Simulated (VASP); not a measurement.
AlN: single point with PBE

AlN:

```
CELL_PARAMETERS angstrom
0.00000 2.03452 2.03452
2.03452 0.00000 2.03452
2.03452 2.03452 0.00000
ATOMIC_POSITIONS crystal
Al 0.50000 0.50000 0.50000
N 0.00000 0.00000 0.00000
```

| Item | Value |
| --- | --- |
| Program | VASP 6.6.1 |
| Task | single point |
| Functional | PBE |
| Potentials or basis | VASP PAW PBE potentials, release 64 (Al, N) |
| Cutoff | 600 eV |
| k mesh | 6 × 6 × 6 |
| Occupations | fermi-dirac, width 0.136057 eV |
| Spin | no spin polarisation |
| Dipole correction | no |
| Further INCAR settings | ALGO = Normal; EDIFF = 1e-06; NBANDS = 11 |

The pressure is -0.2 GPa and the band gap on the k mesh is 4.42 eV, indirect (least direct gap 5.41 eV).

Levels at points of the mesh, in eV from the valence-band top:
| k point | band 2 | band 3 | band 4 | band 5 | band 6 | band 7 |
| --- | --- | --- | --- | --- | --- | --- |
| (0.00, 0.00, 0.00) | 0.00 | 0.00 | 0.00 | 5.40 | 12.10 | 12.10 |
| (0.50, 0.00, 0.00) | -8.19 | -1.04 | -1.04 | 6.01 | 10.84 | 10.84 |
| (0.50, 0.50, 0.00) | -7.26 | -2.75 | -2.75 | 4.42 | 5.33 | 13.82 |

Run time: 5.6 s on 1 thread of AMD EPYC 7R43 64-Core Processor (Zen 3), with other jobs on the host, peak memory 0.09 GiB.

Caveat: the k points lie up to 0.45 Å⁻¹ apart. A k mesh can miss the band edges.
